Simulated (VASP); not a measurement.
# Bi3BTeO9 (P6_3) in VASP: electric field gradients with PBE

Aim: the electric field gradients of Bi3BTeO9 with PBE.

Program: VASP 6.6.1. These are calculated values, not measurements. Logs are shortened: lines on timing, memory, paths and dates and some standing lists are left out, and cuts for length are marked.

**1. The cell of the first run**

It takes space group P6_3 (No. 173, hexagonal). Conventional cell: a = 8.751 Å, b = 8.751 Å, c = 5.898 Å, α = 90.00°, β = 90.00°, γ = 120.00°. Within 1.8 Å of B (site symmetry 3) lie 3 O at 1.38 Å. Bi (site symmetry 1) has 6 O at 2.21 to 2.51 Å within 2.9 Å. Te (site symmetry 3) has 6 O at 1.92 Å within 2.5 Å. Within 2.6 Å of O (site symmetry 1) lie 1 Te at 1.92 Å and 2 Bi at 2.21 to 2.51 Å and 1 O at 2.54 Å. Within 2.6 Å of O (site symmetry 1) lie 1 Te at 1.92 Å and 2 Bi at 2.27 to 2.51 Å and 1 O at 2.54 Å. O (site symmetry 1) has 1 B at 1.38 Å within 1.8 Å.

**2. Electric field gradients, PBE**

Contents of INCAR:

```
SYSTEM = Bi3BTeO9
ALGO = Normal ; EDIFF = 1E-8
ENCUT = 520 ; GGA = PE
ISIF = 2 ; ISMEAR = -1
LASPH = .TRUE. ; LCHARG = .FALSE.
LEFG = .TRUE. ; LREAL = Auto
LWAVE = .FALSE. ; NBANDS = 128
NELM = 60 ; PREC = Accurate
SIGMA = 0.02
```

Contents of KPOINTS:

```
k-points
0
G
  3 3 4
  0 0 0
```

Contents of POSCAR:

```
Bi3BTeO9
1.0
    8.7510000000      0.0000000000      0.0000000000
   -4.3755000000      7.5785883085      0.0000000000
    0.0000000000      0.0000000000      5.8981000000
B Bi Te O
2 6 2 18
Direct
    0.0000000000      0.0000000000      0.4250000000
    0.0000000000      0.0000000000      0.9250000000
    0.2982700000      0.3462200000      0.1068900000
    0.9520500000      0.2982700000      0.6068900000
    0.6537800000      0.9520500000      0.1068900000
    0.7017300000      0.6537800000      0.6068900000
    0.0479500000      0.7017300000      0.1068900000
    0.3462200000      0.0479500000      0.6068900000
    0.6666666667      0.3333333333      0.0813000000
    0.3333333333      0.6666666667      0.5813000000
    0.4599000000      0.2464000000      0.2679000000
    0.2135000000      0.4599000000      0.7679000000
    0.7536000000      0.2135000000      0.2679000000
    0.5401000000      0.7536000000      0.7679000000
    0.7865000000      0.5401000000      0.2679000000
    0.2464000000      0.7865000000      0.7679000000
    0.5407000000      0.4147000000      0.8958000000
    0.1260000000      0.5407000000      0.3958000000
    0.5853000000      0.1260000000      0.8958000000
    0.4593000000      0.5853000000      0.3958000000
    0.8740000000      0.4593000000      0.8958000000
    0.4147000000      0.8740000000      0.3958000000
    0.1009000000      0.1813000000      0.4333000000
    0.9196000000      0.1009000000      0.9333000000
    0.8187000000      0.9196000000      0.4333000000
    0.8991000000      0.8187000000      0.9333000000
    0.0804000000      0.8991000000      0.4333000000
    0.1813000000      0.0804000000      0.9333000000
```

Potentials or basis: VASP PAW PBE potentials, release 64 (B, Bi_d, Te, O).

Started as:

```console
cat potpaw_PBE.64/B/POTCAR potpaw_PBE.64/Bi_d/POTCAR potpaw_PBE.64/Te/POTCAR potpaw_PBE.64/O/POTCAR > POTCAR
mpirun -np 1 vasp_std > vasp.out
```

OUTCAR:

```text
SYSTEM = Bi3BTeO9
   EDIFF = 1E-8
   ENCUT = 520
   GGA = PE
   ISIF = 2
   ISMEAR = -1
   LASPH = .TRUE.
   LREAL = Auto
   NELM = 60
   PREC = Accurate

 ion  position               nearest neighbor table
   1  0.000  0.000  0.425-  23 1.38  27 1.38  25 1.38   6 3.04   4 3.04   8 3.04
   2  0.000  0.000  0.925-  26 1.38  24 1.38  28 1.38   3 3.04   7 3.04   5 3.04
   3  0.298  0.346  0.107-  11 2.21  28 2.26  17 2.27  12 2.51  23 2.51  20 2.51   2 3.04   9 3.29

   4  0.952  0.298  0.607-  12 2.21  23 2.26  18 2.27  13 2.51  24 2.51  21 2.51   1 3.04  10 3.29

   5  0.654  0.952  0.107-  13 2.21  24 2.26  19 2.27  14 2.51  25 2.51  22 2.51   2 3.04   9 3.29
[... 15 lines left out ...]
  15  0.786  0.540  0.268-   9 1.92   7 2.21   6 2.51
  16  0.246  0.786  0.768-  10 1.92   8 2.21   7 2.51
[... 10 lines left out ...]
  27  0.080  0.899  0.433-   1 1.38   8 2.26   7 2.51
  28  0.181  0.080  0.933-   2 1.38   3 2.26   8 2.51

  LATTYP: Found a hexagonal cell.
 ALAT       =     8.7510000000
 C/A-ratio  =     0.6739915438

  Lattice vectors:

 A1 = (   8.7510000000,   0.0000000000,   0.0000000000)
 A2 = (  -4.3755000000,   7.5785883085,   0.0000000000)
 A3 = (   0.0000000000,   0.0000000000,   5.8981000000)

Analysis of symmetry for initial positions (statically):
=====================================================================
 Subroutine PRICEL returns:
 Original cell was already a primitive cell.

 Routine SETGRP: Setting up the symmetry group for a
 hexagonal supercell.

 Subroutine GETGRP returns: Found  6 space group operations
 (whereof  3 operations were pure point group operations)
 out of a pool of 24 trial point group operations.

The static configuration has the point symmetry C_3 .
 The point group associated with its full space group is C_6 .

Analysis of symmetry for dynamics (positions and initial velocities):
=====================================================================
 Subroutine PRICEL returns:
 Original cell was already a primitive cell.

 Routine SETGRP: Setting up the symmetry group for a
 hexagonal supercell.

 Subroutine GETGRP returns: Found  6 space group operations
[... 1302 lines left out ...]

------------------------ aborting loop because EDIFF is reached ----------------------------------------

  FORCE on cell =-STRESS in cart. coord.  units (eV):
  Direction    XX          YY          ZZ          XY          YZ          ZX
  --------------------------------------------------------------------------------------
  -------------------------------------------------------------------------------------
  Total       18.4843181     18.4843181     14.6350607     -0.0000005      0.0000000      0.0000000
  in kB       75.7104599     75.7104599     59.9441741     -0.0000021      0.0000000      0.0000000
  external PRESSURE =      70.4550313 kB  Pullay stress =       0.0000000 kB

 VOLUME and BASIS-vectors are now :
 -----------------------------------------------------------------------------
  energy-cutoff  :      520.00
  volume of cell :      391.16
      direct lattice vectors                 reciprocal lattice vectors
     8.751000000  0.000000000  0.000000000     0.114272655  0.065975348  0.000000000
    -4.375500000  7.578588308  0.000000000     0.000000000  0.131950696  0.000000000
     0.000000000  0.000000000  5.898100000     0.000000000  0.000000000  0.169546125

 POSITION                                       TOTAL-FORCE (eV/Angst)
 -----------------------------------------------------------------------------------
      0.00000      0.00000      2.50669         0.000000      0.000000      0.227647
      0.00000      0.00000      5.45574         0.000000      0.000000      0.227647
      1.09528      2.62386      0.63045        -0.459125      0.342034      0.087117
      7.02631      2.26047      3.57950        -0.525773     -0.226597      0.087117
      1.55553      7.21519      0.63045        -0.066648     -0.568631      0.087117
      3.28022      4.95473      3.57950         0.459125     -0.342034      0.087117
[... 20 lines left out ...]
     -3.23043      6.81391      2.55565        -0.069887     -0.226902     -0.200594
      1.23477      0.60932      5.50470         0.161559     -0.173975     -0.200594
 -----------------------------------------------------------------------------------
    total drift:                               -0.000001     -0.000000     -0.040399

  FREE ENERGIE OF THE ION-ELECTRON SYSTEM (eV)
  ---------------------------------------------------
  free  energy   TOTEN  =      -172.6193831930 eV

  energy  without entropy=     -172.6193831930  energy(sigma->0) =     -172.61938319

 Electric field gradients (V/A^2)
---------------------------------------------------------------------
 ion       V_xx      V_yy      V_zz      V_xy      V_xz      V_yz
---------------------------------------------------------------------
   1     -15.866   -15.866    31.731     0.000    -0.000     0.000
   2     -15.866   -15.866    31.731     0.000     0.000    -0.000
   3    -208.229    69.201   139.028   171.367     6.499   -44.579
   4    -148.564     9.537   139.027  -205.814    41.856   -16.662
   5     148.252  -287.280   139.028    34.447    35.358    27.918
   6    -208.229    69.201   139.028   171.367    -6.499    44.579
[... 20 lines left out ...]
  27      25.357   -26.489     1.133   -24.524    18.299    27.164
  28       7.710    -8.844     1.134    34.713   -14.375    29.429
---------------------------------------------------------------------

 Electric field gradients after diagonalization (V/A^2)
 (convention: |V_zz| > |V_xx| > |V_yy|)
----------------------------------------------------------------------
 ion       V_xx      V_yy      V_zz     asymmetry (V_yy - V_xx)/ V_zz
----------------------------------------------------------------------
   1     -15.866   -15.866    31.731       0.000
   2     -15.866   -15.866    31.731       0.000
   3     183.467   107.990  -291.457       0.259
   4     183.467   107.990  -291.457       0.259
   5     183.467   107.990  -291.457       0.259
   6     183.467   107.990  -291.457       0.259
[... 20 lines left out ...]
  27      37.294    17.463   -54.758       0.362
  28      37.295    17.464   -54.759       0.362
----------------------------------------------------------------------

           NMR quadrupolar parameters

 Cq : quadrupolar parameter    Cq=e*Q*V_zz/h
 eta: asymmetry parameters     (V_yy - V_xx)/ V_zz
 Q  : nuclear electric quadrupole moment in mb (millibarn)
----------------------------------------------------------------------
 ion       Cq(MHz)       eta       Q (mb)
----------------------------------------------------------------------
   1       0.077       0.000       1.000
   2       0.077       0.000       1.000
   3      -0.705       0.259       1.000
   4      -0.705       0.259       1.000
   5      -0.705       0.259       1.000
   6      -0.705       0.259       1.000
[... 20 lines left out ...]
  27      -0.132       0.362       1.000
  28      -0.132       0.362       1.000
----------------------------------------------------------------------
```

OSZICAR:

```text
N       E                     dE             d eps       ncg     rms          rms(c)
DAV:   1     0.306831878448E+04    0.30683E+04   -0.10309E+05  2304   0.194E+03
DAV:   2     0.389420361781E+03   -0.26789E+04   -0.25909E+04  2472   0.552E+02
DAV:   3    -0.157516678981E+03   -0.54694E+03   -0.52566E+03  2600   0.251E+02
[... 13 lines left out ...]
DAV:  17    -0.172619382937E+03   -0.77525E-06   -0.29327E-06  2856   0.684E-03    0.266E-03
DAV:  18    -0.172619383049E+03   -0.11268E-06   -0.52445E-07  2728   0.295E-03    0.845E-04
DAV:  19    -0.172619383138E+03   -0.88447E-07   -0.85514E-08  2608   0.101E-03    0.467E-04
DAV:  20    -0.172619383183E+03   -0.45402E-07   -0.53958E-08  2136   0.742E-04    0.304E-04
DAV:  21    -0.172619383193E+03   -0.98735E-08   -0.35266E-09  1536   0.347E-04
   1 F= -.17261938E+03 E0= -.17261938E+03  d E =-.267782E-10
```

Wall time 16 min (1 thread of Intel Xeon Platinum 8488C (Sapphire Rapids), shared host); peak memory 0.7 GiB.

Results:

```yaml
Free_energy: -172.6194 eV
Pressure: 7.0 GPa
Largest_force: 0.871 eV/Å
Band_gap_on_the_k_mesh: 2.99 eV (least direct gap 3.12 eV)
Largest_electric_field_gradient_by_atom: B +31.7; Bi -291.5; Te +26.0; O +98.7, +91.6, -54.8 (each value once) V/Å²
```

Forces on the atoms (eV/Å):
```
B    0.000  0.000  0.228
B    0.000  0.000  0.228
Bi  -0.459  0.342  0.087
Bi  -0.526 -0.227  0.087
Bi  -0.067 -0.569  0.087
Bi   0.459 -0.342  0.087
Bi   0.526  0.227  0.087
Bi   0.067  0.569  0.087
Te   0.000  0.000  0.259
Te   0.000  0.000  0.259
O   -0.201 -0.343  0.603
O    0.197 -0.345  0.603
O    0.398 -0.002  0.603
O    0.201  0.343  0.603
O   -0.197  0.345  0.603
O   -0.398  0.002  0.603
O   -0.473  0.333 -0.652
O   -0.525 -0.243 -0.652
O   -0.052 -0.576 -0.652
O    0.473 -0.333 -0.652
O    0.525  0.243 -0.652
O    0.052  0.576 -0.652
O    0.231  0.053 -0.201
O    0.070  0.227 -0.201
O   -0.162  0.174 -0.201
O   -0.231 -0.053 -0.201
O   -0.070 -0.227 -0.201
O    0.162 -0.174 -0.201
```

Levels at points of the mesh, in eV from the valence-band top:
```csv
k point,band 105,band 106,band 107,band 108,band 109,band 110,band 111,band 112
"(0.00, 0.00, 0.00)",-0.31,-0.31,-0.13,-0.13,2.99,3.67,4.33,4.34
"(0.00, 0.00, 0.50)",-0.47,-0.47,-0.42,-0.42,3.23,3.23,4.55,4.55
```

Electric field gradients, principal values (V/Å²):
| atom | least | middle | greatest (by size) |
| --- | --- | --- | --- |
| 1 B | -15.866 | -15.866 | 31.731 |
| 2 B | -15.866 | -15.866 | 31.731 |
| 3 Bi | 107.990 | 183.467 | -291.457 |
| 4 Bi | 107.990 | 183.467 | -291.457 |
| 5 Bi | 107.990 | 183.467 | -291.457 |
| 6 Bi | 107.990 | 183.467 | -291.457 |
| 7 Bi | 107.990 | 183.467 | -291.457 |
| 8 Bi | 107.990 | 183.467 | -291.457 |
| 9 Te | -12.976 | -12.976 | 25.952 |
| 10 Te | -12.976 | -12.976 | 25.952 |
| 11 O | -6.810 | -91.903 | 98.714 |
| 12 O | -6.811 | -91.904 | 98.715 |
| 13 O | -6.810 | -91.903 | 98.713 |
| 14 O | -6.810 | -91.903 | 98.714 |
| 15 O | -6.811 | -91.904 | 98.715 |
| 16 O | -6.810 | -91.903 | 98.713 |
| 17 O | -9.517 | -82.035 | 91.552 |
| 18 O | -9.517 | -82.037 | 91.554 |
| 19 O | -9.519 | -82.035 | 91.554 |
| 20 O | -9.517 | -82.035 | 91.552 |
| 21 O | -9.517 | -82.037 | 91.554 |
| 22 O | -9.519 | -82.035 | 91.554 |
| 23 O | 17.464 | 37.295 | -54.759 |
| 24 O | 17.463 | 37.294 | -54.758 |
| 25 O | 17.464 | 37.295 | -54.759 |
| 26 O | 17.464 | 37.295 | -54.759 |
| 27 O | 17.463 | 37.294 | -54.758 |
| 28 O | 17.464 | 37.295 | -54.759 |

Caveat: the cell stands under pressure; without QUAD_EFG the Cq values of the log hold for a quadrupole moment of 1 mb, not for the nuclei; spin-orbit coupling is left out, which moves the levels of the heavy elements.
